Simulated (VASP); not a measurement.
# Zn31S33 (a cell with a defect) in VASP: single point with PBEsol

Aim: the single point of Zn31S33 (a cell with a defect) with PBEsol.

All numbers are computed with VASP 6.6.1; they aren't measurements. Logs are shortened: lines on timing, memory, paths and dates and some standing lists are left out, and cuts for length are marked.

### 1 The cell of the first run

The cell holds a defect, 64 atoms: a = 10.713 Å, b = 10.713 Å, c = 10.713 Å, α = 90.00°, β = 90.00°, γ = 90.00°.

### 2 Single point, PBEsol

The input, INCAR:

```
SYSTEM = Zn31S33
  PREC = Accurate
  ENCUT = 400
  EDIFF = 1E-6
  ISMEAR = -1
  SIGMA = 0.05
  LREAL = Auto
  LASPH = .TRUE.
  NELM = 120
  ALGO = Normal
  ISIF = 2
  LWAVE = .FALSE.
  LCHARG = .FALSE.
  GGA = PS
  NBANDS = 323
  NELECT = 572.0
  ISYM = -1
  GGA_COMPAT = .FALSE.
```

The input, KPOINTS:

```
explicit points
1
Reciprocal
  0.25000000   0.25000000   0.25000000 1
```

The input, POSCAR:

```
Zn31S33
1.0
   10.7125360000      0.0000000000      0.0000000000
    0.0000000000     10.7125360000      0.0000000000
    0.0000000000      0.0000000000     10.7125360000
Zn S
31 33
Direct
    0.0014910000      0.0038170000      0.9990060000
    0.0024560000      0.9992740000      0.4989930000
    0.9931840000      0.5038510000      0.0071130000
    0.0028150000      0.5006210000      0.5002200000
    0.5009590000      0.9995040000      0.9972760000
    0.5039280000      0.9988850000      0.4966560000
    0.5008370000      0.5007720000      0.9981450000
    0.2557430000      0.2528540000      0.9940500000
    0.2662160000      0.2571690000      0.4918920000
    0.2498690000      0.7564350000      0.0024140000
    0.2582630000      0.7503740000      0.4919250000
    0.7508040000      0.2527040000      0.9958640000
    0.7518970000      0.2508100000      0.4943290000
    0.7502850000      0.7506130000      0.9997840000
    0.7472780000      0.7470680000      0.5031720000
    0.2502840000      0.9990670000      0.2460750000
    0.2535890000      0.0046350000      0.7470940000
    0.2583000000      0.5087870000      0.2526540000
    0.2319420000      0.5309390000      0.7694830000
    0.7521690000      0.0019310000      0.2480710000
    0.7539430000      0.9988000000      0.7500030000
    0.7465480000      0.4995350000      0.2542040000
    0.7477510000      0.5086990000      0.7420820000
    0.0047020000      0.2528390000      0.2496760000
    0.0066750000      0.2521560000      0.7450150000
    0.0007330000      0.7506490000      0.2499910000
    0.9979370000      0.7562840000      0.7504110000
    0.5066010000      0.2506660000      0.2490090000
    0.5083300000      0.2583140000      0.7334750000
    0.4967580000      0.7474830000      0.2532310000
    0.5091750000      0.7496970000      0.7416300000
    0.4509350000      0.3757450000      0.5490960000
    0.1282430000      0.1279530000      0.1218280000
    0.1275290000      0.1238060000      0.6179120000
    0.1257810000      0.6272160000      0.1242580000
    0.1214410000      0.6362630000      0.6216720000
    0.6280650000      0.1242890000      0.1198230000
    0.6329500000      0.1191750000      0.6215160000
    0.6258750000      0.6258920000      0.1242590000
    0.6216540000      0.6224330000      0.6168000000
    0.3770270000      0.3760490000      0.1239900000
    0.3069670000      0.3548170000      0.6926970000
    0.3781090000      0.8764990000      0.1241880000
    0.3771740000      0.8765460000      0.6231200000
    0.8723560000      0.3752420000      0.1276750000
    0.8765200000      0.3757860000      0.6233840000
    0.8772620000      0.8761340000      0.1227080000
    0.8754150000      0.8761720000      0.6221380000
    0.3788100000      0.1185850000      0.3667920000
    0.3821490000      0.1249470000      0.8720000000
    0.3824170000      0.6233120000      0.3786740000
    0.3794400000      0.6367850000      0.8792240000
    0.8800070000      0.1244540000      0.3718050000
    0.8779450000      0.1275860000      0.8719170000
    0.8763860000      0.6257790000      0.3742980000
    0.8755120000      0.6270600000      0.8741720000
    0.1299550000      0.3785070000      0.3734260000
    0.1150560000      0.3786110000      0.8850290000
    0.1258890000      0.8757370000      0.3721960000
    0.1264070000      0.8792480000      0.8734970000
    0.6271190000      0.3727700000      0.3736090000
    0.6266410000      0.3783720000      0.8702350000
    0.6290080000      0.8745140000      0.3709390000
    0.6276380000      0.8753240000      0.8740570000
```

Potentials or basis: VASP PAW PBE potentials, release 64 (Zn, S).

Started as:

```
cat potpaw_PBE.64/Zn/POTCAR potpaw_PBE.64/S/POTCAR > POTCAR
mpirun -np 1 vasp_std > vasp.out
```

OUTCAR:

```text
SYSTEM = Zn31S33
   PREC = Accurate
   ENCUT = 400
   EDIFF = 1E-6
   ISMEAR = -1
   LREAL = Auto
   LASPH = .TRUE.
   NELM = 120
   ISIF = 2
   GGA = PS
   NELECT = 572.0
   ISYM = -1

 ion  position               nearest neighbor table
   1  0.001  0.004  0.999-  33 2.31  54 2.32  60 2.32  47 2.32
   2  0.002  0.999  0.499-  34 2.28  48 2.31  59 2.31  53 2.32
   3  0.993  0.504  0.007-  58 2.28  45 2.29  35 2.31  56 2.32
   4  0.003  0.501  0.500-  46 2.32  57 2.33  36 2.33  55 2.33
   5  0.501  1.000  0.997-  50 2.29  43 2.31  64 2.31  37 2.32
   6  0.504  0.999  0.497-  38 2.32  49 2.32  63 2.32  44 2.32
   7  0.501  0.501  0.998-  41 2.32  62 2.33  39 2.33  52 2.33
   8  0.256  0.253  0.994-  41 2.32  50 2.33  58 2.33  33 2.35
   9  0.266  0.257  0.492-  57 2.33  49 2.34  32 2.43  42 2.43  34 2.46
  10  0.250  0.756  0.002-  43 2.29  52 2.30  35 2.32  60 2.32
  11  0.258  0.750  0.492-  51 2.26  44 2.33  59 2.34  36 2.36
  12  0.751  0.253  0.996-  37 2.32  62 2.32  45 2.33  54 2.33
  13  0.752  0.251  0.494-  61 2.27  53 2.33  38 2.34  46 2.34
  14  0.750  0.751  1.000-  64 2.31  39 2.31  56 2.32  47 2.32
  15  0.747  0.747  0.503-  40 2.25  48 2.33  63 2.34  55 2.35
[... 11 lines left out ...]
  27  0.998  0.756  0.750-  48 2.29  36 2.30  60 2.32  56 2.32
  28  0.507  0.251  0.249-  61 2.27  37 2.33  49 2.34  41 2.35
  29  0.508  0.258  0.733-  62 2.33  38 2.33  32 2.42  42 2.43  50 2.46
  30  0.497  0.747  0.253-  51 2.25  43 2.33  63 2.33  39 2.35
  31  0.509  0.750  0.742-  40 2.26  64 2.33  44 2.34  52 2.36
  32  0.451  0.376  0.549-  42 2.19  29 2.42   9 2.43  61 2.66
  33  0.128  0.128  0.122-   1 2.31  16 2.32  24 2.33   8 2.35
  34  0.128  0.124  0.618-   2 2.28  17 2.32  25 2.33   9 2.46
  35  0.126  0.627  0.124-   3 2.31  26 2.31  10 2.32  18 2.35
  36  0.121  0.636  0.622-  19 2.28  27 2.30   4 2.33  11 2.36
  37  0.628  0.124  0.120-   5 2.32  20 2.32  12 2.32  28 2.33
  38  0.633  0.119  0.622-  21 2.29   6 2.32  29 2.33  13 2.34
  39  0.626  0.626  0.124-  14 2.31   7 2.33  22 2.33  30 2.35
  40  0.622  0.622  0.617-  15 2.25  31 2.26  23 2.26
  41  0.377  0.376  0.124-   7 2.32   8 2.32  28 2.35  18 2.35
  42  0.307  0.355  0.693-  32 2.19  19 2.21   9 2.43  29 2.43
  43  0.378  0.876  0.124-  10 2.29  16 2.30   5 2.31  30 2.33
  44  0.377  0.877  0.623-   6 2.32  17 2.32  11 2.33  31 2.34
  45  0.872  0.375  0.128-   3 2.29  12 2.33  22 2.33  24 2.33
  46  0.877  0.376  0.623-   4 2.32  25 2.32  13 2.34  23 2.36
  47  0.877  0.876  0.123-  14 2.32   1 2.32  20 2.33  26 2.33
  48  0.875  0.876  0.622-  27 2.29  21 2.30   2 2.31  15 2.33
  49  0.379  0.119  0.367-  16 2.28   6 2.32   9 2.34  28 2.34
  50  0.382  0.125  0.872-   5 2.29  17 2.31   8 2.33  29 2.46
  51  0.382  0.623  0.379-  30 2.25  11 2.26  18 2.26
  52  0.379  0.637  0.879-  19 2.27  10 2.30   7 2.33  31 2.36
  53  0.880  0.124  0.372-  20 2.31   2 2.32  24 2.32  13 2.33
  54  0.878  0.128  0.872-   1 2.32  21 2.32  12 2.33  25 2.35
  55  0.876  0.626  0.374-  26 2.31  22 2.33   4 2.33  15 2.35
  56  0.876  0.627  0.874-   3 2.32  14 2.32  27 2.32  23 2.34
  57  0.130  0.379  0.373-  24 2.32   4 2.33   9 2.33  18 2.35
  58  0.115  0.379  0.885-   3 2.28  25 2.33   8 2.33  19 2.40
  59  0.126  0.876  0.372-  26 2.30   2 2.31  16 2.31  11 2.34
  60  0.126  0.879  0.873-  27 2.32   1 2.32  10 2.32  17 2.34
  61  0.627  0.373  0.374-  22 2.26  28 2.27  13 2.27  32 2.66
  62  0.627  0.378  0.870-  12 2.32  29 2.33   7 2.33  23 2.35
  63  0.629  0.875  0.371-  20 2.31   6 2.32  30 2.33  15 2.34
  64  0.628  0.875  0.874-  14 2.31  21 2.31   5 2.31  31 2.33

IMPORTANT INFORMATION: All symmetrisations will be switched off!
NOSYMM: (Re-)initialisation of all symmetry stuff for point group C_1.

----------------------------------------------------------------------------------------

                                     Primitive cell

  volume of cell :    1229.3538

  direct lattice vectors                    reciprocal lattice vectors
    10.712536000  0.000000000  0.000000000     0.093348578  0.000000000  0.000000000
     0.000000000 10.712536000  0.000000000     0.000000000  0.093348578  0.000000000
     0.000000000  0.000000000 10.712536000     0.000000000  0.000000000  0.093348578

  length of vectors
    10.712536000 10.712536000 10.712536000     0.093348578  0.093348578  0.093348578

  position of ions in fractional coordinates (direct lattice)
     0.001491000  0.003817000  0.999006000
     0.002456000  0.999274000  0.498993000
     0.993184000  0.503851000  0.007113000
     0.002815000  0.500621000  0.500220000
     0.500959000  0.999504000  0.997276000
     0.503928000  0.998885000  0.496656000
[... 56 lines left out ...]
     0.629008000  0.874514000  0.370939000
     0.627638000  0.875324000  0.874057000

  ion indices of the primitive-cell ions
   primitive index   ion index
                 1           1
                 2           2
                 3           3
                 4           4
                 5           5
                 6           6
[... 56 lines left out ...]
                63          63
                64          64

----------------------------------------------------------------------------------------

 KPOINTS: explicit points

Read explicit list of k-points.

 Found      1 k-points:

 Following reciprocal coordinates:
            Coordinates               Weight
  0.250000  0.250000  0.250000      1.000000
   k-points           NKPTS =      1   k-points in BZ     NKDIM =      1   number of bands    NBANDS=    323
   number of dos      NEDOS =    301   number of ions     NIONS =     64
   total plane-waves  NPLWV = 343000
   dimension x,y,z NGX =    70 NGY =   70 NGZ =   70
   dimension x,y,z NGXF=   140 NGYF=  140 NGZF=  140
   ions per type =              31  33
   NGX,Y,Z   is equivalent  to a cutoff of  10.86, 10.86, 10.86 a.u.
   NGXF,Y,Z  is equivalent  to a cutoff of  21.73, 21.73, 21.73 a.u.
 SYSTEM =  Zn31S33
   PREC   = accura    normal or accurate (medium, high low for compatibility)
   ISTART =      0    job   : 0-new  1-cont  2-samecut
   ICHARG =      2    charge: 1-file 2-atom 10-const
   ISPIN  =      1    spin polarized calculation?
   LNONCOLLINEAR =      F non collinear calculations
   LSORBIT =      F    spin-orbit coupling
   LASPH  =      T    aspherical Exc in radial PAW
   ENCUT  =  400.0 eV  29.40 Ry    5.42 a.u.  17.47 17.47 17.47*2*pi/ulx,y,z
   NELM   =    120;   NELMIN=  2; NELMDL= -5     # of ELM steps
   EDIFF  = 0.1E-05   stopping-criterion for ELM
   LREAL  =      T    real-space projection
   EDIFFG = 0.1E-04   stopping-criterion for IOM
   NSW    =      0    number of steps for IOM
   IBRION =     -1    ionic relax: 0-MD 1-quasi-New 2-CG
   NFREE  =      0    steps in history (QN), initial steepest desc. (CG)
   ISIF   =      2    stress and relaxation
   ISYM   =     -1    0-nonsym 1-usesym 2-fastsym
   POTIM  = 0.5000    time-step for ionic-motion
   TEBEG  =    0.0;   TEEND  =   0.0 temperature during run
   PSTRESS=    0.0 pullay stress
   NELECT =     572.0000    total number of electrons
   NUPDOWN=      -1.0000    fix difference up-down
   EMIN   =  10.00;   EMAX   =-10.00  energy-range for DOS
   EFERMI =   0.00;   METHOD = LEGACY
   ISMEAR =    -1;   SIGMA  =   0.05  broadening in eV -4-tet -1-fermi 0-gaus
   EFERMI_NEDOS =   21; number of points for ismear=-14 and -15
   IALGO  =     38    algorithm
   IMIX   =      4    mixing-type and parameters
     AMIX     =   0.40;   BMIX     =  1.00
     AMIX_MAG =   1.60;   BMIX_MAG =  1.00
  volume/ion in A,a.u.               =      19.21       129.63
  Fermi-wavevector in a.u.,A,eV,Ry     =   1.268570  2.397250 21.895457  1.609271
  Thomas-Fermi vector in A             =   2.401658
   LORBIT       =      0    0 simple, 1 ext, 2 COOP (PROOUT), +10 PAW based schemes
   GGA     = PS    functional components
   LHFCALC =     F    Hartree Fock is set to
   AEXX    =    0.0000 exact exchange contribution
   IVDW    =     0    specifies the selected vdW correction
   LEPSILON=     F    determine dielectric tensor
   LRPA    =     F    only Hartree local field effects (RPA)
 non-spin polarized calculation
  energy-cutoff  :      400.00
  volume of cell :     1229.35
 maximum number of plane-waves:     22331
 NGX is ok and might be reduce to    70
   NGX = 35   NGY = 35   NGZ = 35

 number of electron     572.0000083 magnetization

 Free energy of the ion-electron system (eV)
  ---------------------------------------------------
  ext. energy  EPLUGINS =         0.00000000
  ---------------------------------------------------
  free energy    TOTEN  =      -234.95736485 eV

  energy without entropy =     -234.95736485  energy(sigma->0) =     -234.95736485

 E-fermi :   4.1533     XC(G=0): -10.0096

 val. band max:        3.0481312339   @ k =   0.2500   0.2500   0.2500
 cond. band min:       5.2503670861   @ k =   0.2500   0.2500   0.2500
 fundamental gap:      2.2022358522
 Fermi energy:         4.1532548371

 k-point     1 :       0.2500    0.2500    0.2500
  band No.  band energies     occupation
      1     -11.3713      2.00000
      2     -10.9093      2.00000
      3     -10.6703      2.00000
      4     -10.6379      2.00000
      5     -10.5702      2.00000
      6     -10.4198      2.00000
[... 290 lines left out ...]
    297       6.3353      0.00000
    298       6.3670      0.00000
 [bands above 298 left out]

------------------------ aborting loop because EDIFF is reached ----------------------------------------

  FORCE on cell =-STRESS in cart. coord.  units (eV):
  Direction    XX          YY          ZZ          XY          YZ          ZX
  --------------------------------------------------------------------------------------
  -------------------------------------------------------------------------------------
  Total       18.8388628     23.3155482     18.8438225     -4.1406202      0.4377013     -3.7624268
  in kB       24.5520852     30.3864056     24.5585490     -5.3963374      0.5704421     -4.9034501
  external PRESSURE =      26.4990133 kB  Pullay stress =       0.0000000 kB

 VOLUME and BASIS-vectors are now :
 -----------------------------------------------------------------------------
  energy-cutoff  :      400.00
  volume of cell :     1229.35
      direct lattice vectors                 reciprocal lattice vectors
    10.712536000  0.000000000  0.000000000     0.093348578  0.000000000  0.000000000
     0.000000000 10.712536000  0.000000000     0.000000000  0.093348578  0.000000000
     0.000000000  0.000000000 10.712536000     0.000000000  0.000000000  0.093348578

 POSITION                                       TOTAL-FORCE (eV/Angst)
 -----------------------------------------------------------------------------------
      0.01597      0.04089     10.70189        -0.008613     -0.000144      0.005442
      0.02631     10.70476      5.34548        -0.011991      0.001783     -0.004173
     10.63952      5.39752      0.07620        -0.005837      0.002970      0.005359
      0.03016      5.36292      5.35862        -0.009885     -0.000535     -0.001611
      5.36654     10.70722     10.68336         0.005853     -0.001930      0.011617
      5.39835     10.70059      5.32045         0.003199      0.002238      0.000236
[... 56 lines left out ...]
      6.73827      9.36826      3.97370        -0.000134     -0.003470     -0.000663
      6.72359      9.37694      9.36337        -0.002788      0.002565      0.001585
 -----------------------------------------------------------------------------------
    total drift:                               -0.019059     -0.008717      0.010818

  FREE ENERGIE OF THE ION-ELECTRON SYSTEM (eV)
  ---------------------------------------------------
  free  energy   TOTEN  =      -234.9573648527 eV

  energy  without entropy=     -234.9573648514  energy(sigma->0) =     -234.95736485
```

It took 7.9 min on 1 thread of AMD EPYC 9R45 (Zen 5), shared host; peak memory 0.76 GiB.

Results:

- Free energy: -234.9574 eV
- Largest force: 0.047 eV/Å

Forces in eV/Å, atoms in the order of the input:
```
Zn  -0.009  0.000  0.005
Zn  -0.012  0.002 -0.004
Zn  -0.006  0.003  0.005
Zn  -0.010 -0.001 -0.002
Zn   0.006 -0.002  0.012
Zn   0.003  0.002  0.000
Zn   0.003 -0.003  0.008
Zn  -0.003 -0.002  0.005
Zn   0.009  0.011 -0.001
Zn  -0.004 -0.001  0.006
Zn   0.008 -0.009 -0.011
Zn   0.001  0.006  0.005
Zn  -0.011  0.009 -0.012
Zn   0.000 -0.003  0.001
Zn  -0.004 -0.004  0.001
Zn  -0.002  0.004  0.005
Zn   0.000 -0.001  0.002
Zn   0.007  0.008  0.006
Zn  -0.008  0.004  0.007
Zn   0.000  0.001  0.004
Zn  -0.003  0.005 -0.004
Zn  -0.004 -0.006  0.006
Zn  -0.003  0.008 -0.007
Zn  -0.007  0.004  0.004
Zn  -0.006  0.001  0.002
Zn  -0.002 -0.002  0.002
Zn  -0.006 -0.001 -0.001
Zn   0.010  0.009  0.012
Zn  -0.001  0.006 -0.007
Zn   0.000 -0.006  0.009
Zn   0.011 -0.009 -0.009
S   -0.032 -0.013  0.031
S    0.006  0.001 -0.007
S    0.012  0.005 -0.005
S    0.002  0.000 -0.005
S    0.003  0.003 -0.001
S   -0.003 -0.007 -0.006
S    0.005 -0.010  0.004
S    0.000  0.001 -0.001
S   -0.015 -0.010 -0.011
S   -0.004 -0.004 -0.003
S    0.019  0.004 -0.020
S    0.004  0.001 -0.006
S   -0.004  0.004  0.004
S    0.001 -0.002 -0.002
S    0.004 -0.005  0.004
S    0.002  0.001 -0.003
S    0.006  0.000 -0.001
S   -0.003 -0.009 -0.009
S    0.002  0.013 -0.013
S    0.011 -0.013  0.015
S    0.002  0.005 -0.005
S    0.005 -0.006  0.001
S    0.007  0.000 -0.004
S    0.002 -0.002 -0.001
S    0.003  0.000  0.001
S    0.002 -0.005 -0.002
S   -0.003  0.001  0.005
S    0.000  0.002 -0.001
S    0.005  0.005 -0.005
S    0.005  0.009 -0.004
S   -0.001 -0.002  0.000
S    0.000 -0.003 -0.001
S   -0.003  0.003  0.002
```

Caveat: the cell carries a net charge on a neutralising background, which shifts energy and pressure; the cell is charged against a uniform background, so pressure and absolute levels hang on convention; the PAW data sets were made with another functional, which shifts forces and pressure a little.
